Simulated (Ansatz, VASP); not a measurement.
# Two plane-wave programs on LiBr

Contents of INCAR:

```
PREC     = Accurate       # precision mode
ENCUT    = 750            # plane-wave cutoff, eV
EDIFF    = 1E-6           # SCF threshold, eV
ISMEAR   = 0              # smearing method
SIGMA    = 0.01           # smearing width, eV
LREAL    = F              # projectors in reciprocal space
LASPH    = T              # aspherical terms in the spheres
NELM     = 120            # most SCF steps
ALGO     = Normal         # electronic algorithm
ISIF     = 2              # what is computed and relaxed
LWAVE    = F              # write WAVECAR
LCHARG   = T              # write CHGCAR
GGA      = PE             # functional
LELF     = T              # ELF
LVHAR    = T            
NBANDS   = 12             # bands
GGA_COMPAT= F
```

Contents of KPOINTS:

```
regular mesh
0
Gamma
  5 5 5
```

File POSCAR:

```
LiBr
1.0
    0.0000000000      2.7506500000      2.7506500000
    2.7506500000      0.0000000000      2.7506500000
    2.7506500000      2.7506500000      0.0000000000
Li Br
1 1
Direct
    0.0000000000      0.0000000000      0.0000000000
    0.5000000000      0.5000000000      0.5000000000
```

Input for Ansatz:

```yaml
crystal:
  lattice:
    - [0.0, 2.75065, 2.75065]
    - [2.75065, 0.0, 2.75065]
    - [2.75065, 2.75065, 0.0]
  atoms:
    - { symbol: Li, position: [0.0, 0.0, 0.0] }
    - { symbol: Br, position: [0.5, 0.5, 0.5] }
basis:
  ecutwfc: 450.0
kpoints:
  mp_grid:
    grid: [5, 5, 5]
hamiltonian:
  xc: pbe
scf:
  occupations:
    method: fixed
output:
  stress: true
```

Alike in both runs: task single point; functional PBE; k mesh 5 × 5 × 5; no spin polarisation.

|  | VASP | Ansatz |
| --- | --- | --- |
| version | VASP 6.6.1 | Ansatz 0.2.0 |
| potentials or method | VASP PAW PBE potentials, release 64 (Li_sv, Br), cutoff 750 eV | plane waves, PAW |
| occupations | gaussian, width 0.01 eV | fixed |
| valence electrons in the cell | 10 | 10 |

|  | VASP | Ansatz | Ansatz less VASP |
| --- | --- | --- | --- |
| pressure (GPa) | 0.1 | 0.2 | +0.05 |
